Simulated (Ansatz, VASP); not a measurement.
One calculation of TaSi2, two programs

```xyz
9
Lattice="4.7583 0.0000 0.0000 -2.3792 4.1208 0.0000 0.0000 0.0000 6.5651" Properties=species:S:1:pos:R:3 pbc="T T T"
Ta    2.3792    0.0000    0.0000
Ta    1.1896    2.0604    4.3768
Ta   -1.1896    2.0604    2.1884
Si    0.0000    1.3165    0.0000
Si    3.6182    0.6582    4.3768
Si    1.2391    3.4626    2.1884
Si    2.3792    2.8044    0.0000
Si   -1.2391    3.4626    4.3768
Si    1.1401    0.6582    2.1884
```

Alike in both runs: functional PBEsol; k mesh 12 × 12 × 6; occupations fermi-dirac, width 0.15 eV; no spin polarisation.

Ansatz relaxed the structure, and its values are those at the end. VASP's run is a single point on that final structure, the one shown.

```csv
,VASP,Ansatz
version,VASP 6.6.1,Ansatz 0.2.0
potentials or method,"VASP PAW PBE potentials, release 64 (Ta_pv, Si), cutoff 520 eV","scalar-relativistic, plane waves, PAW"
valence electrons in the cell,57,63
```

|  | VASP | Ansatz | Ansatz less VASP |
| --- | --- | --- | --- |
| gap on the k mesh at the Fermi level (eV) | none | none | - |
| pressure (GPa) | 0.3 | 0.0 | -0.32 |

VASP's potentials were made for PBE, not for PBEsol. A gap of «none» marks a metal or a gap that the smearing closes. VASP's potentials hold 57 valence electrons a cell and Ansatz's 63, so a difference there can come from the potentials and not from the codes.

Spin-orbit coupling is off throughout.
